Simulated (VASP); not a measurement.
Runs of VASP 6.6.1 on ZnS. It takes space group R3m (No. 160, trigonal). Conventional cell: a = 3.806 Å, b = 3.806 Å, c = 28.056 Å, α = 90.00°, β = 90.00°, γ = 120.00°. Within 3.1 Å of Zn (site symmetry 3m) lie 4 S at 2.33 to 2.34 Å. Within 3.1 Å of Zn (site symmetry 3m) lie 4 S at 2.33 Å. Zn (site symmetry 3m) has 4 S at 2.33 to 2.34 Å within 3.1 Å. S (site symmetry 3m) has 4 Zn at 2.33 to 2.34 Å within 3.1 Å. S (site symmetry 3m) has 4 Zn at 2.33 to 2.34 Å within 3.1 Å. Within 3.1 Å of S (site symmetry 3m) lie 4 Zn at 2.33 Å. 

```csv
level,U,gap on the mesh (eV),pressure (GPa),largest force (eV/Å)
PBEsol+U,Zn d U = 6.0 eV,(a),-3.4,0.02
PBEsol+U,Zn d U = 2.0 eV,2.19,-1.7,0.01
PBEsol,-,(c),-1.1,0.01
PBEsol+U,Zn d U = 4.0 eV,(b),-2.5,0.02
```

Alike in all rows: task single point; potentials or basis VASP PAW PBE potentials, release 64 (Zn, S); no spin polarisation; cell as given; k mesh 6 × 6 × 6; cutoff (eV) 500; smearing gaussian 0.01 eV.

**Question.** Fill in the values left out.

**Answer.** (a) 2.44; (b) 2.32; (c) 2.06.

Caveats: the PAW data sets were made with another functional, which shifts forces and pressure a little; the cell stands under tension (at least some runs).

A k mesh can miss the band edges.
